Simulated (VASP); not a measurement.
# Mg2SiN2 (P-3m1) in VASP: notebook

Runs on Mg2SiN2. Level: PBE. Tasks: single point.

Everything below comes from runs of VASP 6.6.1. Logs are shortened: lines on timing, memory, paths and dates and some standing lists are left out, and cuts for length are marked.

## Step 1: The cell of the first run

The structure is trigonal, space group P-3m1 (No. 164). The conventional cell has a = 2.897 Å, b = 2.897 Å, c = 7.475 Å, α = 90.00°, β = 90.00°, γ = 120.00°. Mg (site symmetry 3m) has 3 N at 2.22 Å and 9 Mg at 2.90 to 3.03 Å and 3 Si at 2.98 Å within 3.1 Å. Si (site symmetry -3m) has 6 N at 1.96 Å within 2.6 Å. N (site symmetry 3m) has 3 Si at 1.96 Å and 3 Mg at 2.22 Å and 3 N at 2.64 Å within 2.7 Å.

The cell was built from a structure type or drawn by symmetry, and may not be a known phase.

## Step 2: Single point, PBE

INCAR

```
ALGO = Normal
EDIFF = 1E-7
ENCUT = 520
GGA = PE
ISIF = 2
ISMEAR = 0
LASPH = True
LCHARG = False
LREAL = False
LWAVE = False
NBANDS = 17
NELM = 60
PREC = Accurate
SIGMA = 0.1
```

KPOINTS

```
k-points
0
Gamma
  6 6 2
```

POSCAR

```
Mg2SiN2
1.0
    2.8970496407      0.0000000000      0.0000000000
   -1.4485248204      2.5089185849      0.0000000000
    0.0000000000      0.0000000000      7.4754156591
Mg Si N
2 1 2
Direct
    0.6666666667      0.3333333333      0.3307155075
    0.3333333333      0.6666666667      0.6692844925
    0.0000000000      0.0000000000      0.0000000000
    0.6666666667      0.3333333333      0.8638027943
    0.3333333333      0.6666666667      0.1361972057
```

Potentials or basis: VASP PAW PBE potentials, release 64 (Mg, Si, N).

The run is started by

```sh
> cat potpaw_PBE.64/Mg/POTCAR potpaw_PBE.64/Si/POTCAR potpaw_PBE.64/N/POTCAR > POTCAR
> mpirun -np 1 vasp_std > vasp.out
```

OUTCAR:

```text
EDIFF = 1E-7
   ENCUT = 520
   GGA = PE
   ISIF = 2
   ISMEAR = 0
   LASPH = True
   LREAL = False
   NELM = 60
   PREC = Accurate

 ion  position               nearest neighbor table
   1  0.667  0.333  0.331-   5 2.22   5 2.22   5 2.22   3 2.98   3 2.98   3 2.98   2 3.03   2 3.03
                             2 3.03
   2  0.333  0.667  0.669-   4 2.22   4 2.22   4 2.22   3 2.98   3 2.98   3 2.98   1 3.03   1 3.03
                             1 3.03
   3  0.000  0.000  0.000-   4 1.96   5 1.96   4 1.96   5 1.96   4 1.96   5 1.96   1 2.98   2 2.98
                             2 2.98   1 2.98   1 2.98   2 2.98
   4  0.667  0.333  0.864-   3 1.96   3 1.96   3 1.96   2 2.22   2 2.22   2 2.22
   5  0.333  0.667  0.136-   3 1.96   3 1.96   3 1.96   1 2.22   1 2.22   1 2.22

  LATTYP: Found a hexagonal cell.
 ALAT       =     2.8970496407
 C/A-ratio  =     2.5803547009

  Lattice vectors:

 A1 = (   2.8970496407,   0.0000000000,   0.0000000000)
 A2 = (  -1.4485248204,   2.5089185849,   0.0000000000)
 A3 = (   0.0000000000,   0.0000000000,   7.4754156591)

Analysis of symmetry for initial positions (statically):
=====================================================================
 Subroutine PRICEL returns:
 Original cell was already a primitive cell.

 Routine SETGRP: Setting up the symmetry group for a
 hexagonal supercell.

 Subroutine GETGRP returns: Found 12 space group operations
 (whereof 12 operations were pure point group operations)
 out of a pool of 24 trial point group operations.

The static configuration has the point symmetry D_3d.

Analysis of symmetry for dynamics (positions and initial velocities):
=====================================================================
 Subroutine PRICEL returns:
 Original cell was already a primitive cell.

 Routine SETGRP: Setting up the symmetry group for a
 hexagonal supercell.

 Subroutine GETGRP returns: Found 12 space group operations
 (whereof 12 operations were pure point group operations)
 out of a pool of 24 trial point group operations.

The dynamic configuration has the point symmetry D_3d.

 Subroutine INISYM returns: Found 12 space group operations
 (whereof 12 operations are pure point group operations),
 and found     1 'primitive' translations

----------------------------------------------------------------------------------------

                                     Primitive cell

  volume of cell :      54.3348

  direct lattice vectors                    reciprocal lattice vectors
     2.897049641  0.000000000  0.000000000     0.345178759  0.199289049  0.000000000
    -1.448524820  2.508918585  0.000000000     0.000000000  0.398578099  0.000000000
     0.000000000  0.000000000  7.475415659     0.000000000  0.000000000  0.133771826

  length of vectors
     2.897049641  2.897049641  7.475415659     0.398578099  0.398578099  0.133771826

  position of ions in fractional coordinates (direct lattice)
     0.666666667  0.333333333  0.330715508
     0.333333333  0.666666667  0.669284492
     0.000000000  0.000000000  0.000000000
     0.666666667  0.333333333  0.863802794
     0.333333333  0.666666667  0.136197206

  ion indices of the primitive-cell ions
   primitive index   ion index
                 1           1
                 2           2
                 3           3
                 4           4
                 5           5

----------------------------------------------------------------------------------------

 KPOINTS: k-points

Automatic generation of k-mesh.
 Grid dimensions read from file:
 generate k-points for:    6    6    2

 Generating k-lattice:

  Cartesian coordinates                     Fractional coordinates (reciprocal lattice)
     0.057529793  0.033214842  0.000000000     0.166666667  0.000000000  0.000000000
     0.000000000  0.066429683  0.000000000     0.000000000  0.166666667  0.000000000
     0.000000000  0.000000000  0.066885913     0.000000000  0.000000000  0.500000000

  Length of vectors
     0.066429683  0.066429683  0.066885913

  Shift w.r.t. Gamma in fractional coordinates (k-lattice)
     0.000000000  0.000000000  0.000000000

 Subroutine IBZKPT returns following result:
 ===========================================

 Found     14 irreducible k-points:

 Following reciprocal coordinates:
            Coordinates               Weight
  0.000000  0.000000  0.000000      1.000000
  0.166667  0.000000  0.000000      6.000000
  0.333333 -0.000000  0.000000      6.000000
  0.500000  0.000000  0.000000      3.000000
  0.166667  0.166667  0.000000      6.000000
  0.333333  0.166667  0.000000     12.000000
  0.333333  0.333333  0.000000      2.000000
  0.000000  0.000000  0.500000      1.000000
  0.166667  0.000000  0.500000      6.000000
  0.333333 -0.000000  0.500000      6.000000
  0.500000  0.000000  0.500000      3.000000
  0.166667  0.166667  0.500000      6.000000
  0.333333  0.166667  0.500000     12.000000
  0.333333  0.333333  0.500000      2.000000
   k-points           NKPTS =     14   k-points in BZ     NKDIM =     14   number of bands    NBANDS=     17
   number of dos      NEDOS =    301   number of ions     NIONS =      5
   total plane-waves  NPLWV =  32256
   dimension x,y,z NGX =    24 NGY =   24 NGZ =   56
   dimension x,y,z NGXF=    48 NGYF=   48 NGZF=  112
   ions per type =               2   1   2
   NGX,Y,Z   is equivalent  to a cutoff of  13.77, 13.77, 12.45 a.u.
   NGXF,Y,Z  is equivalent  to a cutoff of  27.54, 27.54, 24.91 a.u.
 SYSTEM =  unknown system
   PREC   = accura    normal or accurate (medium, high low for compatibility)
   ISTART =      0    job   : 0-new  1-cont  2-samecut
   ICHARG =      2    charge: 1-file 2-atom 10-const
   ISPIN  =      1    spin polarized calculation?
   LNONCOLLINEAR =      F non collinear calculations
   LSORBIT =      F    spin-orbit coupling
   LASPH  =      T    aspherical Exc in radial PAW
   ENCUT  =  520.0 eV  38.22 Ry    6.18 a.u.   5.39  5.39 13.90*2*pi/ulx,y,z
   NELM   =     60;   NELMIN=  2; NELMDL= -5     # of ELM steps
   EDIFF  = 0.1E-06   stopping-criterion for ELM
   LREAL  =      F    real-space projection
   EDIFFG = 0.1E-05   stopping-criterion for IOM
   NSW    =      0    number of steps for IOM
   IBRION =     -1    ionic relax: 0-MD 1-quasi-New 2-CG
   NFREE  =      0    steps in history (QN), initial steepest desc. (CG)
   ISIF   =      2    stress and relaxation
   ISYM   =      2    0-nonsym 1-usesym 2-fastsym
   POTIM  = 0.5000    time-step for ionic-motion
   TEBEG  =    0.0;   TEEND  =   0.0 temperature during run
   PSTRESS=    0.0 pullay stress
   NELECT =      18.0000    total number of electrons
   NUPDOWN=      -1.0000    fix difference up-down
   EMIN   =  10.00;   EMAX   =-10.00  energy-range for DOS
   EFERMI =   0.00;   METHOD = LEGACY
   ISMEAR =     0;   SIGMA  =   0.10  broadening in eV -4-tet -1-fermi 0-gaus
   EFERMI_NEDOS =   21; number of points for ismear=-14 and -15
   IALGO  =     38    algorithm
   IMIX   =      4    mixing-type and parameters
     AMIX     =   0.40;   BMIX     =  1.00
     AMIX_MAG =   1.60;   BMIX_MAG =  1.00
  volume/ion in A,a.u.               =      10.87        73.33
  Fermi-wavevector in a.u.,A,eV,Ry     =   1.132765  2.140615 17.458396  1.283156
  Thomas-Fermi vector in A             =   2.269466
   LORBIT       =      0    0 simple, 1 ext, 2 COOP (PROOUT), +10 PAW based schemes
   GGA     = PE    functional components
   LHFCALC =     F    Hartree Fock is set to
   AEXX    =    0.0000 exact exchange contribution
   IVDW    =     0    specifies the selected vdW correction
   LEPSILON=     F    determine dielectric tensor
   LRPA    =     F    only Hartree local field effects (RPA)
 non-spin polarized calculation
 Gauss-broadening in eV      SIGMA  =   0.10
  energy-cutoff  :      520.00
  volume of cell :       54.33
 maximum number of plane-waves:      1504
 NGX is ok and might be reduce to    24
   NGX = 11   NGY = 11   NGZ = 27

 number of electron      17.9999999 magnetization

 Free energy of the ion-electron system (eV)
  ---------------------------------------------------
  ext. energy  EPLUGINS =         0.00000000
  ---------------------------------------------------
  free energy    TOTEN  =       -27.94298995 eV

  energy without entropy =      -27.94039167  energy(sigma->0) =      -27.94169081

 E-fermi :   7.9129     XC(G=0): -10.9329

 val. band max:        7.9066387710   @ k =   0.3333   0.3333   0.0000
 cond. band min:       8.0461298812   @ k =   0.5000   0.0000   0.0000
 fundamental gap:      0.1394911102
 Fermi energy:         7.9128901573

 k-point     1 :       0.0000    0.0000    0.0000
  band No.  band energies     occupation
      1     -11.9312      2.00000
      2      -8.6482      2.00000
      3      -1.1578      2.00000
      4       3.0300      2.00000
      5       3.1376      2.00000
      6       4.5978      2.00000
[... 9 lines left out ...]
     16      18.3753      0.00000
     17      18.3753      0.00000

 k-point     2 :       0.1667    0.0000    0.0000
  band No.  band energies     occupation
      1     -11.4356      2.00000
      2      -8.3184      2.00000
      3      -0.6675      2.00000
      4       1.9010      2.00000
      5       2.9869      2.00000
      6       3.7985      2.00000
[... 9 lines left out ...]
     16      16.8605      0.00000
     17      17.8257      0.00000

 k-point     3 :       0.3333   -0.0000    0.0000
  band No.  band energies     occupation
      1     -10.0612      2.00000
      2      -7.6587      2.00000
      3      -1.2060      2.00000
      4       0.0680      2.00000
      5       1.6048      2.00000
      6       2.8217      2.00000
[... 192 lines left out ...]
 k-point    13 :       0.3333    0.1667    0.5000
  band No.  band energies     occupation
      1      -8.9306      2.00000
      2      -7.5065      2.00000
      3      -1.9764      2.00000
      4      -0.4865      2.00000
      5       1.0142      2.00000
      6       2.4251      2.00000
[... 9 lines left out ...]
     16      15.8966      0.00000
     17      17.0829      0.00000

 k-point    14 :       0.3333    0.3333    0.5000
  band No.  band energies     occupation
      1      -7.8266      2.00000
      2      -7.8266      2.00000
      3      -2.3509      2.00000
      4       0.0438      2.00000
      5       0.0438      2.00000
      6       0.9748      2.00000
[... 9 lines left out ...]
     16      16.6114      0.00000
     17      17.0701      0.00000

------------------------ aborting loop because EDIFF is reached ----------------------------------------

  FORCE on cell =-STRESS in cart. coord.  units (eV):
  Direction    XX          YY          ZZ          XY          YZ          ZX
  --------------------------------------------------------------------------------------
  -------------------------------------------------------------------------------------
  Total       -0.1591292     -0.1591292     -0.2104484      0.0000000      0.0000000      0.0000000
  in kB       -4.6922652     -4.6922652     -6.2055223      0.0000000      0.0000000      0.0000000
  external PRESSURE =      -5.1966842 kB  Pullay stress =       0.0000000 kB

 VOLUME and BASIS-vectors are now :
 -----------------------------------------------------------------------------
  energy-cutoff  :      520.00
  volume of cell :       54.33
      direct lattice vectors                 reciprocal lattice vectors
     2.897049641  0.000000000  0.000000000     0.345178759  0.199289049  0.000000000
    -1.448524820  2.508918585  0.000000000     0.000000000  0.398578099  0.000000000
     0.000000000  0.000000000  7.475415659     0.000000000  0.000000000  0.133771826

 POSITION                                       TOTAL-FORCE (eV/Angst)
 -----------------------------------------------------------------------------------
      1.44852      0.83631      2.47224        -0.000000      0.000000     -0.008568
     -0.00000      1.67261      5.00318         0.000000     -0.000000      0.008568
      0.00000      0.00000      0.00000         0.000000      0.000000      0.000000
      1.44852      0.83631      6.45728         0.000000      0.000000     -0.024943
     -0.00000      1.67261      1.01813        -0.000000     -0.000000      0.024943
 -----------------------------------------------------------------------------------
    total drift:                                0.000000     -0.000000     -0.000000

  FREE ENERGIE OF THE ION-ELECTRON SYSTEM (eV)
  ---------------------------------------------------
  free  energy   TOTEN  =       -27.9429899473 eV

  energy  without entropy=      -27.9403916695  energy(sigma->0) =      -27.94169081
```

Run time: 25 s. Hardware: 1 thread of Intel Xeon 8259CL, shared host; peak memory 0.18 GiB.

Results:

```yaml
Free_energy: -27.9430 eV
Pressure: -0.5 GPa
Largest_force: 0.025 eV/Å
Band_gap_on_the_k_mesh: zero (bands 9 and 10 overlap by 0.68 eV)
```

Forces on the atoms (eV/Å):
```
Mg   0.000  0.000 -0.009
Mg   0.000  0.000  0.009
Si   0.000  0.000  0.000
N    0.000  0.000 -0.025
N    0.000  0.000  0.025
```

Caveat: the k points lie up to 0.42 Å⁻¹ apart, too coarse for converged energies and pressures of a metal.

## Step 3: Single point, PBE

This run uses another cell than the first one, of 14.65 Å³/atom.

INCAR

```
SYSTEM = Mg2SiN2
PREC = Accurate ; ENCUT = 520
EDIFF = 1E-6 ; ISMEAR = 0
SIGMA = 0.1 ; LREAL = .FALSE.
LASPH = .TRUE. ; NELM = 100
ALGO = Normal ; ISIF = 2
LWAVE = .FALSE. ; LCHARG = .FALSE.
GGA = PE ; NBANDS = 17
```

KPOINTS

```
Automatic mesh
0
G
  6 6 2
  0 0 0
```

POSCAR

```
Mg2SiN2
1.0
    3.1479692000      0.0000000000      0.0000000000
   -1.5739846000      2.7262212900      0.0000000000
    0.0000000000      0.0000000000      8.5349976500
Mg Si N
2 1 2
Direct
    0.6666666700      0.3333333300      0.2917240000
    0.3333333300      0.6666666700      0.7082760000
    0.0000000000      0.0000000000      0.0000000000
    0.6666666700      0.3333333300      0.8726159900
    0.3333333300      0.6666666700      0.1273840100
```

Potentials or basis: VASP PAW PBE potentials, release 64 (Mg, Si, N).

The run is started by

```sh
> cat potpaw_PBE.64/Mg/POTCAR potpaw_PBE.64/Si/POTCAR potpaw_PBE.64/N/POTCAR > POTCAR
> mpirun -np 1 vasp_std > vasp.out
```

It took 24 s on 1 thread of Intel Xeon 8259CL, shared host; peak memory 0.19 GiB.

The run converged. Its results:

* Free energy: -26.2649 eV
* Pressure: -17.4 GPa
* Largest force: 0.852 eV/Å
* Band gap on the k mesh: zero (bands 9 and 10 overlap by 2.74 eV)

Forces in eV/Å, atoms in the order of the input:
```
Mg   0.000  0.000  0.503
Mg   0.000  0.000 -0.503
Si   0.000  0.000  0.000
N    0.000  0.000  0.852
N    0.000  0.000 -0.852
```

Stress tensor (GPa, compression positive):
```
-19.43   0.00   0.00
  0.00 -19.43   0.00
  0.00   0.00 -13.20
```

Levels at points of the mesh, in eV from the Fermi level:
```tsv
k point	band 6	band 7	band 8	band 9	band 10	band 11	band 12	band 13
(0.00, 0.00, 0.00)	-3.12	-3.12	-2.77	-2.77	0.57	0.75	1.93	5.27
(0.50, 0.00, 0.00)	-4.65	-3.70	-3.05	-0.14	1.03	1.22	1.90	3.87
(0.00, 0.00, 0.50)	-3.12	-2.77	-2.77	-1.78	-1.39	1.79	1.92	5.27
(0.50, 0.00, 0.50)	-4.61	-3.69	-3.05	-0.01	0.30	1.41	2.57	3.04
```

Caveat: the k points lie up to 0.38 Å⁻¹ apart, too coarse for converged energies and pressures of a metal.
